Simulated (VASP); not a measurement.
Write the native input for VASP 6.6.1 that does the following.

* Task: relaxation of the atoms
* Functional: r2SCAN
* Potentials or basis: VASP PAW PBE potentials, release 64 (Ga_d, Sb)
* Cutoff: 520 eV
* k mesh: 10 × 10 × 10
* Occupations: fermi-dirac, width 0.1 eV
* Spin: no spin polarisation
* Dipole correction: no
* Further INCAR settings: ALGO = Normal; EDIFF = 1e-06; IBRION = 2; EDIFFG = -0.01; NSW = 50

GaSb:

```
Ga Sb
1.0
     0.00000    3.02531    3.02531
     3.02531    0.00000    3.02531
     3.02531    3.02531    0.00000
Ga Sb
1 1
Cartesian
  0.0000 0.0000 0.0000
  1.5127 1.5127 1.5127
```

One way to write it, as run:

POSCAR

```
GaSb
1.0
    0.0000000000      3.0253104800      3.0253104800
    3.0253104800      0.0000000000      3.0253104800
    3.0253104800      3.0253104800      0.0000000000
Ga Sb
1 1
Direct
    0.0000000000      0.0000000000      0.0000000000
    0.2500000000      0.2500000000      0.2500000000
```

INCAR.step1

```
SYSTEM = GaSb
PREC = Accurate
ENCUT = 520
ISMEAR = -1
SIGMA = 0.1
LREAL = .FALSE.
LASPH = .TRUE.
NELM = 60
GGA = PE
ALGO = Normal
EDIFF = 1E-4
LWAVE = .TRUE.
LCHARG = .FALSE.
```

INCAR.step2

```
SYSTEM = GaSb
PREC = Accurate
ENCUT = 520
EDIFF = 1E-6
ISMEAR = -1
SIGMA = 0.1
LREAL = .FALSE.
LASPH = .TRUE.
NELM = 60
ALGO = Normal
ISIF = 2
LWAVE = .FALSE.
LCHARG = .FALSE.
METAGGA = R2SCAN
LMIXTAU = .TRUE.
IBRION = 2
NSW = 50
EDIFFG = -0.01
ISTART = 1
```

KPOINTS

```
Automatic mesh
0
G
  10 10 10
  0 0 0
```

Potentials or basis: VASP PAW PBE potentials, release 64 (Ga_d, Sb).

The run is started by

```sh
$ cat potpaw_PBE.64/Ga_d/POTCAR potpaw_PBE.64/Sb/POTCAR > POTCAR
$ cp INCAR.step1 INCAR
$ mpirun -np 1 vasp_std > vasp.out
$ cp INCAR.step2 INCAR
$ mpirun -np 1 vasp_std > vasp.out
```

Results of the run:

```
Pressure after relaxing : 2.5 GPa
Band gap on the k mesh  : 0.71 eV
```

Caveat: the relaxation stopped at its first step, so nothing moved; the PAW data sets were made with another functional, which shifts forces and pressure a little; spin-orbit coupling is left out, which moves the levels of the heavy elements.

It took 96 s on 1 thread of Intel Xeon 8259CL, with other jobs on the host, peak memory 0.21 GiB.
